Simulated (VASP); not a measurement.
**SiO2: single point with PBE**

Crystal: SiO2.

```
Si O
1.0
     4.20410    0.00000    0.00000
     0.00000    4.20410    0.00000
     0.00000    0.00000    2.36700
Si O
2 4
Direct
  0.50000 0.50000 0.50000
  0.00000 0.00000 0.00000
  0.69301 0.69301 0.00000
  0.19301 0.80699 0.50000
  0.30699 0.30699 0.00000
  0.80699 0.19301 0.50000
```

| Property | Result |
| --- | --- |
| Program | VASP 6.6.1 |
| Task | single point |
| Functional | PBE |
| Potentials or basis | VASP PAW PBE potentials, release 64 (Si, O) |
| Cutoff | 520 eV |
| k mesh | 6 × 6 × 8 |
| Occupations | gaussian, width 0.05 eV |
| Spin | no spin polarisation |

- Pressure: 70.5 GPa
- Largest force: 1.050 eV/Å
- Band gap on the k mesh: 7.75 eV

Forces in eV/Å, atoms in the order of the input:
```
Si   0.000  0.000  0.000
Si   0.000  0.000  0.000
O    0.743  0.743  0.000
O    0.743 -0.743  0.000
O   -0.743 -0.743  0.000
O   -0.743  0.743  0.000
```

Stress tensor (GPa, compression positive):
```
 37.05   0.00   0.00
  0.00  37.05   0.00
  0.00   0.00 137.29
```

Levels at points of the mesh, in eV from the valence-band top:
| k point | band 13 | band 14 | band 15 | band 16 | band 17 | band 18 | band 19 | band 20 |
| --- | --- | --- | --- | --- | --- | --- | --- | --- |
| (0.00, 0.00, 0.00) | -1.60 | -0.98 | -0.98 | 0.00 | 7.75 | 9.55 | 11.30 | 11.30 |
| (0.50, 0.00, 0.00) | -1.91 | -1.91 | -1.28 | -1.28 | 9.91 | 9.91 | 11.29 | 11.29 |
| (0.50, 0.50, 0.00) | -2.46 | -2.46 | -2.39 | -2.39 | 9.91 | 9.91 | 11.83 | 11.83 |
| (0.00, 0.00, 0.50) | -2.91 | -2.91 | -2.89 | -2.89 | 10.51 | 10.51 | 13.05 | 13.05 |
| (0.50, 0.00, 0.50) | -2.58 | -2.58 | -1.80 | -1.80 | 9.77 | 9.77 | 10.15 | 10.15 |
| (0.50, 0.50, 0.50) | -2.09 | -2.09 | -1.58 | -1.58 | 8.28 | 8.28 | 11.61 | 11.61 |

Wall time 35 s on 1 thread of Intel Xeon 8259CL (shared host), peak memory 0.17 GiB.

Caveat: the cell stands under pressure; forces of over 1 eV/Å act on the atoms, so gaps and moduli don't describe the material at rest. A k mesh can miss the band edges.
